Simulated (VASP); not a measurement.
# CoSn (P6/mmm) in VASP: notebook, part 3 of 3

VASP 6.6.1. Earlier steps stand in the parts before.

### 4 Single point, PBE (15.59 Å³/atom)

This run uses another cell than the first one, of 15.59 Å³/atom.

Input file INCAR:

```
SYSTEM = CoSn
PREC = Accurate
ENCUT = 520
EDIFF = 1E-7
ISMEAR = 0
SIGMA = 0.1
LREAL = .False.
LASPH = .True.
NELM = 100
ALGO = Fast
ISIF = 2
LWAVE = .False.
LCHARG = .False.
GGA = PE
NBANDS = 44
```

Input file KPOINTS:

```
regular mesh
0
Gamma
  9 9 8
  0 0 0
```

Input file POSCAR:

```
CoSn
1.0
    5.1326917306      0.0000000000      0.0000000000
   -2.5663458653      4.4450414285      0.0000000000
    0.0000000000      0.0000000000      4.0993267748
Co Sn
3 3
Direct
    0.0000000000      0.5000000000      0.0000000000
    0.5000000000      0.5000000000      0.0000000000
    0.5000000000      0.0000000000      0.0000000000
    0.6666666667      0.3333333333      0.5000000000
    0.3333333333      0.6666666667      0.5000000000
    0.0000000000      0.0000000000      0.0000000000
```

Potentials or basis: VASP PAW PBE potentials, release 64 (Co, Sn_d).

Command:

```console
$ cat potpaw_PBE.64/Co/POTCAR potpaw_PBE.64/Sn_d/POTCAR > POTCAR
$ mpirun -np 1 vasp_std > vasp.out
```

OUTCAR:

```text
SYSTEM = CoSn
   PREC = Accurate
   ENCUT = 520
   EDIFF = 1E-7
   ISMEAR = 0
   LREAL = .False.
   LASPH = .True.
   NELM = 100
   ISIF = 2
   GGA = PE

 ion  position               nearest neighbor table
   1  0.000  0.500  0.000-   4 2.53   5 2.53   4 2.53   5 2.53   2 2.57   2 2.57   6 2.57   6 2.57
                             3 2.57   3 2.57
   2  0.500  0.500  0.000-   4 2.53   5 2.53   4 2.53   5 2.53   1 2.57   1 2.57   6 2.57   3 2.57
                             3 2.57   6 2.57
   3  0.500  0.000  0.000-   4 2.53   5 2.53   4 2.53   5 2.53   6 2.57   6 2.57   1 2.57   2 2.57
                             2 2.57   1 2.57
   4  0.667  0.333  0.500-   1 2.53   1 2.53   3 2.53   3 2.53   2 2.53   2 2.53   5 2.96   5 2.96
                             5 2.96   6 3.60   6 3.60   6 3.60   6 3.60   6 3.60   6 3.60
   5  0.333  0.667  0.500-   1 2.53   1 2.53   3 2.53   3 2.53   2 2.53   2 2.53   4 2.96   4 2.96
                             4 2.96   6 3.60   6 3.60   6 3.60   6 3.60   6 3.60   6 3.60
   6  0.000  0.000  0.000-   3 2.57   3 2.57   1 2.57   1 2.57   2 2.57   2 2.57   5 3.60   4 3.60
                             5 3.60   4 3.60   4 3.60   5 3.60   5 3.60   4 3.60   5 3.60   5 3.60

  LATTYP: Found a hexagonal cell.
 ALAT       =     5.1326917306
 C/A-ratio  =     0.7986699747

  Lattice vectors:

 A1 = (   5.1326917306,   0.0000000000,   0.0000000000)
 A2 = (  -2.5663458653,   4.4450414285,   0.0000000000)
 A3 = (   0.0000000000,   0.0000000000,   4.0993267748)

Analysis of symmetry for initial positions (statically):
=====================================================================
 Subroutine PRICEL returns:
 Original cell was already a primitive cell.

 Routine SETGRP: Setting up the symmetry group for a
 hexagonal supercell.

 Subroutine GETGRP returns: Found 24 space group operations
 (whereof 24 operations were pure point group operations)
 out of a pool of 24 trial point group operations.

The static configuration has the point symmetry D_6h.

Analysis of symmetry for dynamics (positions and initial velocities):
=====================================================================
 Subroutine PRICEL returns:
 Original cell was already a primitive cell.

 Routine SETGRP: Setting up the symmetry group for a
 hexagonal supercell.

 Subroutine GETGRP returns: Found 24 space group operations
 (whereof 24 operations were pure point group operations)
 out of a pool of 24 trial point group operations.

The dynamic configuration has the point symmetry D_6h.

 Subroutine INISYM returns: Found 24 space group operations
 (whereof 24 operations are pure point group operations),
 and found     1 'primitive' translations

----------------------------------------------------------------------------------------

                                     Primitive cell

  volume of cell :      93.5263

  direct lattice vectors                    reciprocal lattice vectors
     5.132691731  0.000000000  0.000000000     0.194829546  0.112484891  0.000000000
    -2.566345865  4.445041428  0.000000000     0.000000000  0.224969782  0.000000000
     0.000000000  0.000000000  4.099326775     0.000000000  0.000000000  0.243942495

  length of vectors
     5.132691731  5.132691731  4.099326775     0.224969782  0.224969782  0.243942495

  position of ions in fractional coordinates (direct lattice)
[... 41 lines left out ...]

 Following reciprocal coordinates:
            Coordinates               Weight
  0.000000  0.000000  0.000000      1.000000
  0.111111 -0.000000  0.000000      6.000000
  0.222222  0.000000  0.000000      6.000000
  0.333333  0.000000  0.000000      6.000000
  0.444444  0.000000  0.000000      6.000000
  0.111111  0.111111  0.000000      6.000000
[... 16 lines left out ...]
  0.333333  0.222222  0.125000     24.000000
  0.333333  0.333333  0.125000      4.000000
 [... further k-points ...]
   k-points           NKPTS =     60   k-points in BZ     NKDIM =     60   number of bands    NBANDS=     44
   number of dos      NEDOS =    301   number of ions     NIONS =      6
   total plane-waves  NPLWV =  48000
   dimension x,y,z NGX =    40 NGY =   40 NGZ =   30
   dimension x,y,z NGXF=    80 NGYF=   80 NGZF=   60
   ions per type =               3   3
   NGX,Y,Z   is equivalent  to a cutoff of  12.96, 12.96, 12.17 a.u.
   NGXF,Y,Z  is equivalent  to a cutoff of  25.91, 25.91, 24.33 a.u.
 SYSTEM =  CoSn
   PREC   = accura    normal or accurate (medium, high low for compatibility)
   ISTART =      0    job   : 0-new  1-cont  2-samecut
   ICHARG =      2    charge: 1-file 2-atom 10-const
   ISPIN  =      1    spin polarized calculation?
   LNONCOLLINEAR =      F non collinear calculations
   LSORBIT =      F    spin-orbit coupling
   LASPH  =      T    aspherical Exc in radial PAW
   ENCUT  =  520.0 eV  38.22 Ry    6.18 a.u.   9.54  9.54  7.62*2*pi/ulx,y,z
   NELM   =    100;   NELMIN=  2; NELMDL= -5     # of ELM steps
   EDIFF  = 0.1E-06   stopping-criterion for ELM
   LREAL  =      F    real-space projection
   EDIFFG = 0.1E-05   stopping-criterion for IOM
   NSW    =      0    number of steps for IOM
   IBRION =     -1    ionic relax: 0-MD 1-quasi-New 2-CG
   NFREE  =      0    steps in history (QN), initial steepest desc. (CG)
   ISIF   =      2    stress and relaxation
   ISYM   =      2    0-nonsym 1-usesym 2-fastsym
   POTIM  = 0.5000    time-step for ionic-motion
   TEBEG  =    0.0;   TEEND  =   0.0 temperature during run
   PSTRESS=    0.0 pullay stress
   NELECT =      69.0000    total number of electrons
   NUPDOWN=      -1.0000    fix difference up-down
   EMIN   =  10.00;   EMAX   =-10.00  energy-range for DOS
   EFERMI =   0.00;   METHOD = LEGACY
   ISMEAR =     0;   SIGMA  =   0.10  broadening in eV -4-tet -1-fermi 0-gaus
   EFERMI_NEDOS =   21; number of points for ismear=-14 and -15
   IALGO  =     68    algorithm
   IMIX   =      4    mixing-type and parameters
     AMIX     =   0.40;   BMIX     =  1.00
     AMIX_MAG =   1.60;   BMIX_MAG =  1.00
  volume/ion in A,a.u.               =      15.59       105.19
  Fermi-wavevector in a.u.,A,eV,Ry     =   1.479267  2.795410 29.772704  2.188232
  Thomas-Fermi vector in A             =   2.593446
   LORBIT       =      0    0 simple, 1 ext, 2 COOP (PROOUT), +10 PAW based schemes
   GGA     = PE    functional components
   LHFCALC =     F    Hartree Fock is set to
   AEXX    =    0.0000 exact exchange contribution
   IVDW    =     0    specifies the selected vdW correction
   LEPSILON=     F    determine dielectric tensor
   LRPA    =     F    only Hartree local field effects (RPA)
 non-spin polarized calculation
 RMM-DIIS sequential band-by-band and
 Gauss-broadening in eV      SIGMA  =   0.10
  energy-cutoff  :      520.00
  volume of cell :       93.53
 maximum number of plane-waves:      2559
 NGX is ok and might be reduce to    40
   NGX = 19   NGY = 19   NGZ = 15

 number of electron      69.0000001 magnetization

 Free energy of the ion-electron system (eV)
  ---------------------------------------------------
  ext. energy  EPLUGINS =         0.00000000
  ---------------------------------------------------
  free energy    TOTEN  =       -32.86520902 eV

  energy without entropy =      -32.85406922  energy(sigma->0) =      -32.85963912

 E-fermi :  11.0847     XC(G=0): -12.2076

 val. band max:       11.0826267731   @ k =   0.3333   0.0000   0.1250
 cond. band min:      11.1500219129   @ k =   0.4444   0.1111   0.2500
 fundamental gap:      0.0673951398
 Fermi energy:        11.0846660037

 k-point     1 :       0.0000    0.0000    0.0000
  band No.  band energies     occupation
      1     -10.4455      2.00000
      2     -10.3469      2.00000
      3     -10.3469      2.00000
      4     -10.3249      2.00000
      5     -10.3249      2.00000
      6     -10.2652      2.00000
[... 1117 lines left out ...]
     43      18.2491      0.00000
     44      18.4333      0.00000

 [... further k-points ...]
[... 5 lines left out ...]
  --------------------------------------------------------------------------------------
  -------------------------------------------------------------------------------------
  Total        8.7691202      8.7691202      8.7288926     -0.0000000      0.0000000     -0.0000000
  in kB      150.2218384    150.2218384    149.5327083     -0.0000000      0.0000000     -0.0000000
  external PRESSURE =     149.9921283 kB  Pullay stress =       0.0000000 kB

 VOLUME and BASIS-vectors are now :
 -----------------------------------------------------------------------------
  energy-cutoff  :      520.00
  volume of cell :       93.53
      direct lattice vectors                 reciprocal lattice vectors
     5.132691731  0.000000000  0.000000000     0.194829546  0.112484891  0.000000000
    -2.566345865  4.445041428  0.000000000     0.000000000  0.224969782  0.000000000
     0.000000000  0.000000000  4.099326775     0.000000000  0.000000000  0.243942495

 POSITION                                       TOTAL-FORCE (eV/Angst)
 -----------------------------------------------------------------------------------
     -1.28317      2.22252      0.00000         0.000000      0.000000      0.000000
      1.28317      2.22252      0.00000         0.000000      0.000000      0.000000
      2.56635      0.00000      0.00000         0.000000      0.000000      0.000000
      2.56635      1.48168      2.04966        -0.000000      0.000000     -0.000000
     -0.00000      2.96336      2.04966         0.000000      0.000000      0.000000
      0.00000      0.00000      0.00000         0.000000      0.000000      0.000000
 -----------------------------------------------------------------------------------
    total drift:                               -0.000000      0.000000     -0.000000

  FREE ENERGIE OF THE ION-ELECTRON SYSTEM (eV)
  ---------------------------------------------------
  free  energy   TOTEN  =       -32.8652090239 eV

  energy  without entropy=      -32.8540692208  energy(sigma->0) =      -32.85963912
```

OSZICAR:

```text
N       E                     dE             d eps       ncg     rms          rms(c)
DAV:   1     0.698614975002E+03    0.69861E+03   -0.31183E+04  5304   0.255E+03
DAV:   2     0.745163938673E+02   -0.62410E+03   -0.60470E+03  5280   0.608E+02
DAV:   3    -0.298903423278E+02   -0.10441E+03   -0.10145E+03  5376   0.227E+02
[... 11 lines left out ...]
RMM:  15    -0.328652085778E+02   -0.39035E-05   -0.46021E-05  9232   0.333E-02    0.707E-03
RMM:  16    -0.328652093257E+02   -0.74794E-06   -0.10503E-05  9027   0.140E-02    0.543E-03
RMM:  17    -0.328652094601E+02   -0.13442E-06   -0.20888E-06  6829   0.754E-03    0.147E-03
RMM:  18    -0.328652090346E+02    0.42550E-06   -0.10442E-06  5754   0.576E-03    0.130E-03
RMM:  19    -0.328652090239E+02    0.10741E-07   -0.37596E-07  3833   0.314E-03
   1 F= -.32865209E+02 E0= -.32859639E+02  d E =-.111398E-01
```

Run time: 2.6 min. Hardware: 1 thread of Intel Xeon 6975P-C (Granite Rapids), shared host; peak memory 0.34 GiB.

What came out:

| Property | Result |
| --- | --- |
| Free energy | -32.8652 eV |
| Pressure | 15.0 GPa |
| Band gap on the k mesh | zero (an odd number of electrons rules out a gap without spin polarisation) |

Levels at points of the mesh, in eV from the Fermi level:
```
           k point  band 31  band 32  band 33  band 34  band 35  band 36  band 37  band 38
(0.00, 0.00, 0.00)    -0.46    -0.46    -0.43    -0.43     0.61     0.83     1.56     1.56
(0.00, 0.00, 0.50)    -1.00    -0.56    -0.53    -0.53    -0.41    -0.41    -0.18     0.61
```

Caveat: the cell stands under pressure; spin-orbit coupling is left out, which moves the levels of the heavy elements; the run has no spin polarisation, though such a crystal can be magnetic. Spin polarisation is off, so any magnetic state and its effect on volume and gap are missing.

### 5 Summary

| cell | k mesh | further INCAR settings | gap on the mesh (eV) | pressure (GPa) |
| --- | --- | --- | --- | --- |
| a = 5.468, b = 5.468, c = 4.367 Å, angles 90.0, 90.0, 120.0°, 6 atoms | 12 × 12 × 8 | ALGO = Fast; EDIFF = 1e-07; NBANDS = 44 | none | -9.7 |
| a = 5.076, b = 5.076, c = 4.054 Å, angles 90.0, 90.0, 120.0°, 6 atoms | 9 × 9 × 8 | ALGO = Fast; EDIFF = 1e-06; NBANDS = 44 | none | 22.1 |
| a = 5.133, b = 5.133, c = 4.099 Å, angles 90.0, 90.0, 120.0°, 6 atoms | 9 × 9 × 8 | ALGO = Fast; EDIFF = 1e-07; NBANDS = 44 | none | 15.0 |

Alike in all rows: task single point; level PBE; potentials or basis VASP PAW PBE potentials, release 64 (Co, Sn_d); no spin polarisation; cutoff (eV) 520; smearing gaussian 0.1 eV.

Caveats: spin-orbit coupling is left out, which moves the levels of the heavy elements; the run has no spin polarisation, though such a crystal can be magnetic; the cell stands under pressure (at least some runs); the cell stands under tension (at least some runs).

Total energies depend on the potentials used, so only differences within one code and one set of settings carry meaning.
